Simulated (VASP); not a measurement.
Write the native input for VASP 6.6.1 that does the following.

| Property | Result |
| --- | --- |
| Task | single point |
| Functional | PBEsol |
| Potentials or basis | VASP PAW PBE potentials, release 64 (Sr_sv) |
| Cutoff | 520 eV |
| k mesh | 14 × 14 × 14 |
| Occupations | gaussian, width 0.15 eV |
| Spin | no spin polarisation |
| Dipole correction | no |
| Further INCAR settings | ALGO = Normal; EDIFF = 1e-07; NBANDS = 11 |

The structure of Sr lies in POSCAR:

```
Sr
1.0
   -2.4250000000      2.4250000000      2.4250000000
    2.4250000000     -2.4250000000      2.4250000000
    2.4250000000      2.4250000000     -2.4250000000
Sr
1
Direct
    0.0000000000      0.0000000000      0.0000000000
```

This isn't the form of Sr at room conditions, which is fcc.

One way to write it, as run:

INCAR

```
SYSTEM = Sr
PREC = Accurate
ENCUT = 520
EDIFF = 1E-7
ISMEAR = 0
SIGMA = 0.15
LREAL = .FALSE.
LASPH = .TRUE.
NELM = 100
ALGO = Normal
ISIF = 2
LWAVE = .FALSE.
LCHARG = .TRUE.
GGA = PS
LELF = .TRUE.
LVHAR = .TRUE.
NBANDS = 11
```

KPOINTS

```
regular mesh
0
G
  14 14 14
  0 0 0
```

Potentials or basis: VASP PAW PBE potentials, release 64 (Sr_sv).

Launch:

```bash
$ cat potpaw_PBE.64/Sr_sv/POTCAR > POTCAR
$ mpirun -np 1 vasp_std > vasp.out
```

Results of the run:

| Item | Value |
| --- | --- |
| Pressure | -1.1 GPa |
| Band gap on the k mesh | zero (bands 5 and 6 overlap by 0.35 eV) |

Caveat: the PAW data sets were made with another functional, which shifts forces and pressure a little.

Run time: 21 s on 1 thread of Intel(R) Xeon(R) Platinum 8488C (Sapphire Rapids), on a shared host, peak memory 0.21 GiB.
